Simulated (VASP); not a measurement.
# Pd (P6_3/mmc) in VASP: a series of runs, part 2 of 2

VASP 6.6.1.

## (5) Single point, r2SCAN

This run uses another cell than the first one, of 16.46 Å³/atom, 1.060 times its volume.

File POSCAR:

```
Pd
1.0
    2.8382605740      0.0000000000      0.0000000000
   -1.4191302870      2.4580057597      0.0000000000
    0.0000000000      0.0000000000      4.7196786564
Pd
2
Direct
    0.3333333333      0.6666666667      0.2500000000
    0.6666666667      0.3333333333      0.7500000000
```

File INCAR.step1:

```
ALGO = Normal ; EDIFF = 1E-4
ENCUT = 520 ; GGA = PE
ISMEAR = -1 ; LASPH = T
LCHARG = F ; LREAL = F
LWAVE = T ; NBANDS = 17
NELM = 60 ; PREC = Accurate
SIGMA = 0.05
```

File INCAR.step2:

```
ALGO = Normal ; EDIFF = 1E-6
ENCUT = 520 ; ISIF = 2
ISMEAR = -1 ; ISTART = 1
LASPH = T ; LCHARG = F
LMIXTAU = T ; LREAL = F
LWAVE = F ; METAGGA = R2SCAN
NBANDS = 17 ; NELM = 60
PREC = Accurate ; SIGMA = 0.05
```

File KPOINTS:

```
k-points
0
Gamma
  11 11 6
```

Potentials or basis: VASP PAW PBE potentials, release 64 (Pd).

Run with:

```sh
cat potpaw_PBE.64/Pd/POTCAR > POTCAR
cp INCAR.step1 INCAR
mpirun -np 1 vasp_std > vasp.out
cp INCAR.step2 INCAR
mpirun -np 1 vasp_std > vasp.out
```

OUTCAR:

```text
EDIFF = 1E-6
   ENCUT = 520
   ISIF = 2
   ISMEAR = -1
   ISTART = 1
   LASPH = T
   LREAL = F
   METAGGA = R2SCAN
   NELM = 60
   PREC = Accurate

 ion  position               nearest neighbor table
   1  0.333  0.667  0.250-   2 2.87   2 2.87   2 2.87   2 2.87   2 2.87   2 2.87
   2  0.667  0.333  0.750-   1 2.87   1 2.87   1 2.87   1 2.87   1 2.87   1 2.87

  LATTYP: Found a hexagonal cell.
 ALAT       =     2.8382605740
 C/A-ratio  =     1.6628771508

  Lattice vectors:

 A1 = (   2.8382605740,   0.0000000000,   0.0000000000)
[... 193 lines left out ...]
      6       5.8263      2.00000
[... 457 lines left out ...]
      4       5.0065      2.00000
      5       5.3935      2.00000
      6       5.8118      2.00000
[... 9 lines left out ...]
     16      25.6548      0.00000
     17      27.0069      0.00000

 [... further k-points ...]
[... 5 lines left out ...]
  --------------------------------------------------------------------------------------
  -------------------------------------------------------------------------------------
  Total       -2.6438249     -2.6438249     -2.4577829      0.0000000      0.0000000      0.0000000
  in kB     -128.6458203   -128.6458203   -119.5932058      0.0000000      0.0000000      0.0000000
  external PRESSURE =    -125.6282821 kB  Pullay stress =       0.0000000 kB

 VOLUME and BASIS-vectors are now :
 -----------------------------------------------------------------------------
  energy-cutoff  :      520.00
  volume of cell :       32.93
      direct lattice vectors                 reciprocal lattice vectors
     2.838260574  0.000000000  0.000000000     0.352328468  0.203416936  0.000000000
    -1.419130287  2.458005760  0.000000000     0.000000000  0.406833872  0.000000000
     0.000000000  0.000000000  4.719678656     0.000000000  0.000000000  0.211878832

 POSITION                                       TOTAL-FORCE (eV/Angst)
 -----------------------------------------------------------------------------------
     -0.00000      1.63867      1.17992         0.000000     -0.000000      0.000000
      1.41913      0.81934      3.53976        -0.000000      0.000000      0.000000
 -----------------------------------------------------------------------------------
    total drift:                               -0.000000      0.000000     -0.000000

  FREE ENERGIE OF THE ION-ELECTRON SYSTEM (eV)
  ---------------------------------------------------
  free  energy   TOTEN  =       -45.7060241702 eV

  energy  without entropy=      -45.6583897033  energy(sigma->0) =      -45.68220694
```

OSZICAR.step1:

```text
N       E                     dE             d eps       ncg     rms          rms(c)
DAV:   1     0.104991987880E+03    0.10499E+03   -0.10350E+04  2176   0.114E+03
DAV:   2    -0.913086447886E+01   -0.11412E+03   -0.10764E+03  2251   0.247E+02
DAV:   3    -0.107853493078E+02   -0.16545E+01   -0.16365E+01  2733   0.329E+01
DAV:   4    -0.107959198836E+02   -0.10571E-01   -0.10569E-01  2519   0.252E+00
DAV:   5    -0.107960924636E+02   -0.17258E-03   -0.17258E-03  2630   0.349E-01    0.810E+00
DAV:   6    -0.103260420757E+02    0.47005E+00   -0.11566E+00  2298   0.109E+01    0.398E+00
DAV:   7    -0.103157276308E+02    0.10314E-01   -0.79061E-03  2475   0.751E-01    0.216E+00
DAV:   8    -0.103114889171E+02    0.42387E-02   -0.11911E-03  2371   0.251E-01    0.342E-02
DAV:   9    -0.103114967388E+02   -0.78218E-05   -0.19825E-05  1640   0.392E-02
   1 F= -.10311497E+02 E0= -.10285769E+02  d E =-.514564E-01
```

It took 81 s on 1 thread of Intel Xeon 6975P-C, shared host; peak memory 0.18 GiB.

Results:

```yaml
Free_energy: -45.7060 eV
Pressure: -12.6 GPa
Band_gap_on_the_k_mesh: zero (band 10 reaches 8.02 eV, above the bottom of band 11 at 7.26 eV)
```

Caveat: the PAW data sets were made with another functional, which shifts forces and pressure a little.

## (6) Single point, PBEsol, non-collinear spin, zero start, spin-orbit coupling

File INCAR:

```
SYSTEM = Pd
ALGO = Normal ; EDIFF = 1E-7
ENCUT = 520 ; GGA = PS
GGA_COMPAT = .FALSE. ; ISIF = 2
ISMEAR = -1 ; LASPH = .TRUE.
LCHARG = .TRUE. ; LMAXMIX = 4
LORBIT = 11 ; LORBMOM = .TRUE.
LREAL = .FALSE. ; LSORBIT = .TRUE.
LVHAR = .TRUE. ; LWAVE = .FALSE.
MAGMOM = 0 0 0 0 0 0 ; NBANDS = 32
NELM = 150 ; PREC = Accurate
SIGMA = 0.05
```

File KPOINTS:

```
k-points
0
G
  11 11 6
  0 0 0
```

File POSCAR:

```
Pd
1.0
    2.7836650458      0.0000000000      0.0000000000
   -1.3918325229      2.4107246453      0.0000000000
    0.0000000000      0.0000000000      4.6288930000
Pd
2
Direct
    0.3333333333      0.6666666667      0.2500000000
    0.6666666667      0.3333333333      0.7500000000
```

Potentials or basis: VASP PAW PBE potentials, release 64 (Pd).

Run with:

```sh
cat potpaw_PBE.64/Pd/POTCAR > POTCAR
mpirun -np 1 vasp_ncl > vasp.out
```

It took 2 min on 1 thread of Intel Xeon 6975P-C, shared host; peak memory 0.29 GiB.

It converged, with:

```yaml
Free_energy: -11.8832 eV
Pressure: -10.4 GPa
Net_moment: 0.00 μB per cell
Valence_electrons_inside_the_program's_atomic_spheres: Pd 9.32
```

Stress tensor (GPa, compression positive):
```
-10.47   0.00   0.00
  0.00 -10.47   0.00
  0.00   0.00 -10.32
```

Moments on the atoms (μB; x, y, z):
```
Pd  0.00 0.00 0.00
Pd  0.00 0.00 0.00
```

Caveat: the PAW data sets were made with another functional, which shifts forces and pressure a little.

## (7) Overview

```tsv
level	spin	cell	gap on the mesh (eV)	pressure (GPa)
PBEsol	non-collinear, zero start, SOC	a = 2.784, b = 2.784, c = 4.629 Å, angles 90.0, 90.0, 120.0°, 2 atoms	-	-10.4
r2SCAN	off	a = 2.746, b = 2.746, c = 4.566 Å, angles 90.0, 90.0, 120.0°, 2 atoms	none	1.8
r2SCAN	off	a = 2.802, b = 2.802, c = 4.660 Å, angles 90.0, 90.0, 120.0°, 2 atoms	none	-8.0
r2SCAN	off	a = 2.838, b = 2.838, c = 4.720 Å, angles 90.0, 90.0, 120.0°, 2 atoms	none	-12.6
```

Alike in all rows: task single point; potentials or basis VASP PAW PBE potentials, release 64 (Pd); k mesh 11 × 11 × 6; cutoff (eV) 520; smearing fermi-dirac 0.05 eV.

Caveats: the PAW data sets were made with another functional, which shifts forces and pressure a little.

Total energies depend on the potentials used, so only differences within one code and one set of settings carry meaning.
